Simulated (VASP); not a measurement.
CaSe, 2 atoms in the cell. Symmetry: Fm-3m, No. 225, cubic system. The conventional cell has a = 5.901 Å, b = 5.901 Å, c = 5.901 Å, α = 90.00°, β = 90.00°, γ = 90.00°. Ca (site symmetry m-3m) has 6 Se at 2.95 Å within 3.9 Å. Within 3.9 Å of Se (site symmetry m-3m) lie 6 Ca at 2.95 Å. 

```yaml
Program: VASP 6.6.1
Task: single point
Functional: LDA
Potentials_or_basis: VASP PAW LDA potentials, release 64 (Ca_sv, Se)
Cutoff: 520 eV
k_mesh: 9 × 9 × 9
Occupations: fermi-dirac, width 0.03 eV
Spin: no spin polarisation
Dipole_correction: no
Further_INCAR_settings: ALGO = Normal; EDIFF = 1e-07; NBANDS = 15
```

Potentials or basis: VASP PAW LDA potentials, release 64 (Ca_sv, Se).

Run with:

```bash
$ cat potpaw_LDA.64/Ca_sv/POTCAR potpaw_LDA.64/Se/POTCAR > POTCAR
$ mpirun -np 1 vasp_std > vasp.out
```

Hardware: 1 thread of Intel Xeon 8259CL, on a shared host.

Question: Estimate the wall time of this run.

Answer: Run time: 31 s on 1 thread of Intel Xeon 8259CL, on a shared host, peak memory 0.17 GiB. Counts: scf iterations 13, k points 35.
